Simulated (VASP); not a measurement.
A run of VASP 6.6.1:

The input INCAR:

```
PREC     = Accurate       # precision mode
ENCUT    = 520            # plane-wave cutoff, eV
EDIFF    = 1E-7           # SCF threshold, eV
ISMEAR   = 0              # smearing method
SIGMA    = 0.1            # smearing width, eV
LREAL    = F              # projectors in reciprocal space
LASPH    = T              # aspherical terms in the spheres
NELM     = 80             # most SCF steps
ALGO     = Fast           # electronic algorithm
ISIF     = 2              # what is computed and relaxed
LWAVE    = F              # write WAVECAR
LCHARG   = F              # write CHGCAR
GGA      = PE             # functional
IVDW     = 12             # dispersion correction
NBANDS   = 13             # bands
```

The input KPOINTS:

```
Automatic mesh
0
Gamma
  14 14 14
```

Contents of POSCAR:

```
AlCo
1.0
    2.8193699092      0.0000000000      0.0000000000
    0.0000000000      2.8193699092      0.0000000000
    0.0000000000      0.0000000000      2.8193699092
Al Co
1 1
Direct
    0.0000000000      0.0000000000      0.0000000000
    0.5000000000      0.5000000000      0.5000000000
```

Potentials or basis: VASP PAW PBE potentials, release 64 (Al, Co).

Launch:

```bash
$ cat potpaw_PBE.64/Al/POTCAR potpaw_PBE.64/Co/POTCAR > POTCAR
$ mpirun -np 1 vasp_std > vasp.out
```

Hardware: 1 thread of AMD EPYC 7R13, on a shared host.

Question: How long does it take, and how much memory?

Answer: It took 57 s on 1 thread of AMD EPYC 7R13, on a shared host, peak memory 0.14 GiB. Counts: scf iterations 16, k points 120.
